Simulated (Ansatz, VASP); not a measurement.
## Two plane-wave programs on ScAl

Contents of INCAR:

```
PREC = Accurate
ENCUT = 600
EDIFF = 1E-6
ISMEAR = 0
SIGMA = 0.1
LREAL = F
LASPH = T
NELM = 100
ALGO = Normal
ISIF = 3
LWAVE = F
LCHARG = F
GGA = PS
IBRION = 2
NSW = 80
EDIFFG = -0.01
```

KPOINTS

```
Automatic mesh
0
Gamma
  12 12 12
```

The input POSCAR:

```
ScAl
1.0
    3.3703489700      0.0000000000      0.0000000000
    0.0000000000      3.3703489700      0.0000000000
    0.0000000000      0.0000000000      3.3703489700
Sc Al
1 1
Direct
    0.5000000000      0.5000000000      0.5000000000
    0.0000000000      0.0000000000      0.0000000000
```

Input for Ansatz:

```yaml
crystal:
  lattice:
    - [3.37034897, 0.0, 0.0]
    - [0.0, 3.37034897, 0.0]
    - [0.0, 0.0, 3.37034897]
  atoms:
    - { symbol: Sc, position: [0.5, 0.5, 0.5] }
    - { symbol: Al, position: [0.0, 0.0, 0.0] }
basis:
  ecutwfc: 420
kpoints:
  mp_grid: { grid: [12, 12, 12] }
hamiltonian:
  xc: pbesol
scf:
  occupations: { method: gaussian, width: 0.1 }
output:
  forces: true
  stress: true
  eigenvalues: true
relax:
  adjacent_minimum: "off"
  f_tol: 0.01
  max_steps: 60
  cell: { stress_tol: 0.05 }
```

Alike in both runs: task relaxation of cell and atoms; functional PBEsol; k mesh 12 × 12 × 12; occupations gaussian, width 0.1 eV; no spin polarisation.

|  | VASP | Ansatz |
| --- | --- | --- |
| version | VASP 6.6.1 | Ansatz 0.2.0 |
| potentials or method | VASP PAW PBE potentials, release 64 (Sc_sv, Al), cutoff 600 eV | scalar-relativistic, plane waves, PAW |
| valence electrons in the cell | 14 | 14 |

Ansatz gave:

```
gap on the k mesh at the Fermi level, each at its own relaxed structure (eV) : none
relaxed volume (Å³/atom)                                                     : 18.70
relaxed cell length with the largest relative difference (Å)                 : 3.344
```

Question: Which values does VASP return?

Answer: gap on the k mesh at the Fermi level, each at its own relaxed structure (eV): none; relaxed volume (Å³/atom): 18.74; relaxed cell length with the largest relative difference (Å): 3.347.

VASP's potentials were made for PBE, not for PBEsol. A gap of «none» marks a metal or a gap that the smearing closes.
